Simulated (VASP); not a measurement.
# TiO2: single point with PBE

TiO2:

```
Ti O
1.0
    -1.93035    1.93035    4.75700
     1.93035   -1.93035    4.75700
     1.93035    1.93035   -4.75700
Ti O
2 4
Direct
  0.00000 0.00000 0.00000
  0.75000 0.25000 0.50000
  0.20660 0.20660 0.00000
  0.95660 0.45660 0.50000
  0.54340 0.04340 0.50000
  0.79340 0.79340 0.00000
```

This cell differs from its parent crystal: equal xx and yy strain of +2 %.

* Program: VASP 6.6.1
* Task: single point
* Functional: PBE
* Potentials or basis: VASP PAW PBE potentials, release 64 (Ti_sv, O)
* Cutoff: 520 eV
* k mesh: 13 × 13 × 13
* Occupations: fermi-dirac, width 0.08 eV
* Spin: no spin polarisation

```json
{"Pressure": "-1.4 GPa", "Largest force": "0.347 eV/Å", "Band gap on the k mesh": "2.05 eV (least direct gap 2.33 eV)"}
```

Forces in eV/Å, atoms in the order of the input:
```
Ti   0.000  0.000  0.000
Ti   0.000  0.000  0.000
O    0.000  0.000  0.347
O    0.000  0.000  0.347
O    0.000  0.000 -0.347
O    0.000  0.000 -0.347
```

Stress tensor (GPa, compression positive):
```
-3.93  0.00  0.00
 0.00 -3.93  0.00
 0.00  0.00  3.68
```

Levels at points of the mesh, in eV from the valence-band top:
```csv
k point,band 22,band 23,band 24,band 25,band 26,band 27
"(0.00, 0.00, 0.00)",-0.65,-0.39,-0.39,2.05,2.79,3.88
```

It took 20 min on 1 thread of Oxide Virtual Turin-like Processor, on a shared host, peak memory 0.47 GiB.

Caveat: the cell differs from its parent crystal (equal xx and yy strain of +2 %); the stress differs along the axes, from -4 to 4 GPa. A k mesh can miss the band edges.
